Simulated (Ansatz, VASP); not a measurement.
C: VASP beside Ansatz

```
CELL_PARAMETERS angstrom
-1.77690 1.77690 0.00000
0.00000 0.00000 3.55381
1.77690 1.77690 0.00000
ATOMIC_POSITIONS crystal
C 0.50000 0.37500 0.25000
C 0.00000 0.87500 0.75000
C 0.00000 0.12500 0.25000
C 0.50000 0.62500 0.75000
```

Alike in both runs: task single point; functional PBEsol; k mesh 12 × 9 × 12; occupations fermi-dirac, width 0.02 eV; no spin polarisation.

|  | VASP | Ansatz |
| --- | --- | --- |
| version | VASP 6.6.1 | Ansatz 0.2.0 |
| potentials or method | VASP PAW PBE potentials, release 64 (C_h) | PAW with Ansatz's default frozen-core files, scalar-relativistic |
| plane-wave cutoff (eV) | 910 | 420 |
| valence electrons in the cell | 16 | 16 |

|  | VASP | Ansatz | Ansatz less VASP |
| --- | --- | --- | --- |
| gap on the k mesh at the Fermi level (eV) | 4.05 | 4.05 | +0.002 |

VASP's potentials were made for PBE, not for PBEsol.

Noted on VASP's run: the cutoff is short for stress, so the pressure is rough.
